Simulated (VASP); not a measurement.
# SrMo2 (Pnnm) in VASP: single point with PBE

Aim: the single point of SrMo2 with PBE.

Everything below comes from runs of VASP 6.6.1. Logs are shortened: lines on timing, memory, paths and dates and some standing lists are left out, and cuts for length are marked.

## Step 1: The cell of the first run

The structure is orthorhombic, space group Pnnm (No. 58). Conventional cell: a = 3.181 Å, b = 7.915 Å, c = 5.980 Å, α = 90.00°, β = 90.00°, γ = 90.00°. Sr (site symmetry 2/m) has 2 Sr at 3.18 Å and 12 Mo at 3.20 to 3.94 Å within 4.2 Å. Mo (site symmetry m) has 2 Mo at 2.29 to 2.38 Å within 3.0 Å.

## Step 2: Single point, PBE

Contents of INCAR:

```
SYSTEM = SrMo2
PREC     = Accurate       ! precision mode
ENCUT    = 520            ! plane-wave cutoff, eV
EDIFF    = 1E-6           ! SCF threshold, eV
ISMEAR   = 0              ! smearing method
SIGMA    = 0.1            ! smearing width, eV
LREAL    = .FALSE.        ! projectors in reciprocal space
LASPH    = .TRUE.         ! aspherical terms in the spheres
NELM     = 100            ! most SCF steps
ALGO     = Fast           ! electronic algorithm
ISIF     = 2              ! what is computed and relaxed
LWAVE    = .FALSE.        ! write WAVECAR
LCHARG   = .TRUE.         ! write CHGCAR
GGA      = PE             ! functional
LELF     = .TRUE.         ! ELF
LVHAR    = .TRUE.       
NBANDS   = 47             ! bands
```

Contents of KPOINTS:

```
Automatic mesh
0
G
  10 6 6
  0 0 0
```

Contents of POSCAR:

```
SrMo2
1.0
    3.1808833079      0.0000000000      0.0000000000
    0.0000000000      7.9154887254      0.0000000000
    0.0000000000      0.0000000000      5.9801205443
Sr Mo
2 4
Direct
    0.5000000000      0.5000000000      0.5000000000
    0.0000000000      0.0000000000      0.0000000000
    0.2608836252      0.8921846396      0.5000000000
    0.7608836252      0.6078153604      0.0000000000
    0.7391163748      0.1078153604      0.5000000000
    0.2391163748      0.3921846396      0.0000000000
```

Potentials or basis: VASP PAW PBE potentials, release 64 (Sr_sv, Mo_sv).

Command:

```sh
$ cat potpaw_PBE.64/Sr_sv/POTCAR potpaw_PBE.64/Mo_sv/POTCAR > POTCAR
$ mpirun -np 1 vasp_std > vasp.out
```

OUTCAR:

```text
SYSTEM = SrMo2
   PREC = Accurate
   ENCUT = 520
   EDIFF = 1E-6
   ISMEAR = 0
   LREAL = .FALSE.
   LASPH = .TRUE.
   NELM = 100
   ISIF = 2
   GGA = PE

 ion  position               nearest neighbor table
   1  0.500  0.500  0.500-   3 3.20   5 3.20   4 3.22   6 3.22   4 3.22   6 3.22   6 3.90   6 3.90
                             4 3.90   4 3.90   5 3.94   3 3.94
   2  0.000  0.000  0.000-   4 3.20   6 3.20   5 3.22   3 3.22   3 3.22   5 3.22   5 3.90   5 3.90
                             3 3.90   3 3.90   6 3.94   4 3.94
   3  0.261  0.892  0.500-   5 2.29   5 2.38   1 3.20   2 3.22   2 3.22   2 3.90   2 3.90   1 3.94

   4  0.761  0.608  0.000-   6 2.29   6 2.38   2 3.20   1 3.22   1 3.22   1 3.90   1 3.90   2 3.94

   5  0.739  0.108  0.500-   3 2.29   3 2.38   1 3.20   2 3.22   2 3.22   2 3.90   2 3.90   1 3.94

   6  0.239  0.392  0.000-   4 2.29   4 2.38   2 3.20   1 3.22   1 3.22   1 3.90   1 3.90   2 3.94

  LATTYP: Found a simple orthorhombic cell.
 ALAT       =     3.1808833079
 B/A-ratio  =     1.8800188392
 C/A-ratio  =     2.4884561800

  Lattice vectors:

 A1 = (  -3.1808833079,   0.0000000000,   0.0000000000)
 A2 = (   0.0000000000,   0.0000000000,   5.9801205443)
 A3 = (   0.0000000000,   7.9154887254,   0.0000000000)

Analysis of symmetry for initial positions (statically):
=====================================================================
 Subroutine PRICEL returns:
 Original cell was already a primitive cell.

 Routine SETGRP: Setting up the symmetry group for a
 simple orthorhombic supercell.

 Subroutine GETGRP returns: Found  8 space group operations
 (whereof  4 operations were pure point group operations)
 out of a pool of  8 trial point group operations.

The static configuration has the point symmetry C_2h.
 The point group associated with its full space group is D_2h.

Analysis of symmetry for dynamics (positions and initial velocities):
=====================================================================
 Subroutine PRICEL returns:
 Original cell was already a primitive cell.

 Routine SETGRP: Setting up the symmetry group for a
 simple orthorhombic supercell.

 Subroutine GETGRP returns: Found  8 space group operations
 (whereof  4 operations were pure point group operations)
 out of a pool of  8 trial point group operations.

The dynamic configuration has the point symmetry C_2h.
 The point group associated with its full space group is D_2h.

 Subroutine INISYM returns: Found  8 space group operations
 (whereof  4 operations are pure point group operations),
 and found     1 'primitive' translations

[... 104 lines left out ...]
   EDIFFG = 0.1E-04   stopping-criterion for IOM
   NSW    =      0    number of steps for IOM
   IBRION =     -1    ionic relax: 0-MD 1-quasi-New 2-CG
   NFREE  =      0    steps in history (QN), initial steepest desc. (CG)
   ISIF   =      2    stress and relaxation
   ISYM   =      2    0-nonsym 1-usesym 2-fastsym
   POTIM  = 0.5000    time-step for ionic-motion
   TEBEG  =    0.0;   TEEND  =   0.0 temperature during run
   PSTRESS=    0.0 pullay stress
   NELECT =      76.0000    total number of electrons
   NUPDOWN=      -1.0000    fix difference up-down
   EMIN   =  10.00;   EMAX   =-10.00  energy-range for DOS
   EFERMI =   0.00;   METHOD = LEGACY
   ISMEAR =     0;   SIGMA  =   0.10  broadening in eV -4-tet -1-fermi 0-gaus
   EFERMI_NEDOS =   21; number of points for ismear=-14 and -15
   IALGO  =     68    algorithm
   IMIX   =      4    mixing-type and parameters
     AMIX     =   0.40;   BMIX     =  1.00
     AMIX_MAG =   1.60;   BMIX_MAG =  1.00
  volume/ion in A,a.u.               =      25.09       169.35
  Fermi-wavevector in a.u.,A,eV,Ry     =   1.303470  2.463200 23.116746  1.699033
  Thomas-Fermi vector in A             =   2.434470
   LORBIT       =      0    0 simple, 1 ext, 2 COOP (PROOUT), +10 PAW based schemes
   GGA     = PE    functional components
   LHFCALC =     F    Hartree Fock is set to
   AEXX    =    0.0000 exact exchange contribution
   IVDW    =     0    specifies the selected vdW correction
   LEPSILON=     F    determine dielectric tensor
   LRPA    =     F    only Hartree local field effects (RPA)
 non-spin polarized calculation
 RMM-DIIS sequential band-by-band and
 Gauss-broadening in eV      SIGMA  =   0.10
  energy-cutoff  :      520.00
  volume of cell :      150.57
 maximum number of plane-waves:      4100
 NGX is ok and might be reduce to    24
   NGX = 11   NGY = 29   NGZ = 23

 number of electron      76.0000003 magnetization

 Free energy of the ion-electron system (eV)
  ---------------------------------------------------
  ext. energy  EPLUGINS =         0.00000000
  ---------------------------------------------------
  free energy    TOTEN  =       -40.27699654 eV

  energy without entropy =      -40.25400977  energy(sigma->0) =      -40.26550315

 E-fermi :   5.9957     XC(G=0): -10.4115

 val. band max:        5.9743741349   @ k =   0.1000   0.1667   0.0000
 cond. band min:       6.0020413383   @ k =   0.1000   0.0000   0.0000
 fundamental gap:      0.0276672034
 Fermi energy:         5.9957263673

 k-point     1 :       0.0000    0.0000    0.0000
  band No.  band energies     occupation
      1     -54.9308      2.00000
      2     -54.9299      2.00000
      3     -54.3388      2.00000
      4     -54.3378      2.00000
      5     -29.6957      2.00000
      6     -29.6881      2.00000
[... 1189 lines left out ...]
     46       7.9140      0.00000
     47       8.2251      0.00000

 [... further k-points ...]
[... 5 lines left out ...]
  --------------------------------------------------------------------------------------
  -------------------------------------------------------------------------------------
  Total        0.5857767      0.6901625      0.2413977      0.0000000      0.0000000      0.0000000
  in kB        6.2331452      7.3438958      2.5686701      0.0000000      0.0000000      0.0000000
  external PRESSURE =       5.3819037 kB  Pullay stress =       0.0000000 kB

 VOLUME and BASIS-vectors are now :
 -----------------------------------------------------------------------------
  energy-cutoff  :      520.00
  volume of cell :      150.57
      direct lattice vectors                 reciprocal lattice vectors
     3.180883308  0.000000000  0.000000000     0.314378084  0.000000000  0.000000000
     0.000000000  7.915488725  0.000000000     0.000000000  0.126334587  0.000000000
     0.000000000  0.000000000  5.980120544     0.000000000  0.000000000  0.167220709

 POSITION                                       TOTAL-FORCE (eV/Angst)
 -----------------------------------------------------------------------------------
      1.59044      3.95774      2.99006         0.000000      0.000000      0.000000
      0.00000      0.00000      0.00000         0.000000      0.000000      0.000000
      0.82984      7.06208      2.99006        -0.036283     -0.166150      0.000000
      2.42028      4.81116      0.00000        -0.036283      0.166150      0.000000
      2.35104      0.85341      2.99006         0.036283      0.166150      0.000000
      0.76060      3.10433      0.00000         0.036283     -0.166150      0.000000
 -----------------------------------------------------------------------------------
    total drift:                                0.000000      0.000000      0.000000

  FREE ENERGIE OF THE ION-ELECTRON SYSTEM (eV)
  ---------------------------------------------------
  free  energy   TOTEN  =       -40.2769965358 eV

  energy  without entropy=      -40.2540097731  energy(sigma->0) =      -40.26550315
```

OSZICAR:

```text
N       E                     dE             d eps       ncg     rms          rms(c)
DAV:   1     0.815640537018E+03    0.81564E+03   -0.45417E+04  9392   0.159E+03
DAV:   2    -0.220434037847E+01   -0.81784E+03   -0.79849E+03  9815   0.463E+02
DAV:   3    -0.412578509199E+02   -0.39054E+02   -0.37757E+02 13928   0.829E+01
DAV:   4    -0.426321171550E+02   -0.13743E+01   -0.13595E+01 14016   0.115E+01
DAV:   5    -0.426591915292E+02   -0.27074E-01   -0.27018E-01 11800   0.164E+00    0.395E+01
RMM:   6    -0.405239333734E+02    0.21353E+01   -0.43474E+00  9385   0.953E+00    0.194E+01
RMM:   7    -0.402777850417E+02    0.24615E+00   -0.30378E+00 10620   0.681E+00    0.379E+00
RMM:   8    -0.402641434591E+02    0.13642E-01   -0.41402E-01 11243   0.306E+00    0.882E-01
RMM:   9    -0.402766816612E+02   -0.12538E-01   -0.13493E-01 13451   0.110E+00    0.530E-01
RMM:  10    -0.402770110769E+02   -0.32942E-03   -0.15503E-02 13430   0.439E-01    0.384E-01
RMM:  11    -0.402768272327E+02    0.18384E-03   -0.45825E-03 12690   0.250E-01    0.159E-01
RMM:  12    -0.402769445707E+02   -0.11734E-03   -0.15813E-03 13862   0.137E-01    0.653E-02
RMM:  13    -0.402769867036E+02   -0.42133E-04   -0.55564E-04 14399   0.674E-02    0.508E-02
RMM:  14    -0.402769883629E+02   -0.16593E-05   -0.15285E-04 13445   0.384E-02    0.160E-02
RMM:  15    -0.402769937036E+02   -0.53407E-05   -0.69392E-05 13200   0.223E-02    0.623E-03
RMM:  16    -0.402769960200E+02   -0.23164E-05   -0.24113E-05 10749   0.113E-02    0.332E-03
RMM:  17    -0.402769965358E+02   -0.51572E-06   -0.93982E-06  9645   0.696E-03
   1 F= -.40276997E+02 E0= -.40265503E+02  d E =-.229868E-01
```

Run time: 26 min. Hardware: 1 thread of Intel Xeon 8259CL, shared host; peak memory 0.63 GiB.

What came out:

| Property | Result |
| --- | --- |
| Free energy | -40.2770 eV |
| Pressure | 0.5 GPa |
| Largest force | 0.170 eV/Å |
| Band gap on the k mesh | zero (bands 38 and 39 overlap by 0.66 eV) |

Forces in eV/Å, atoms in the order of the input:
```
Sr   0.000  0.000  0.000
Sr   0.000  0.000  0.000
Mo  -0.036 -0.166  0.000
Mo  -0.036  0.166  0.000
Mo   0.036  0.166  0.000
Mo   0.036 -0.166  0.000
```

Stress tensor (GPa, compression positive):
```
0.62 0.00 0.00
0.00 0.73 0.00
0.00 0.00 0.26
```

The gap in the log of VASP goes by the Fermi energy; the results here count the filled bands.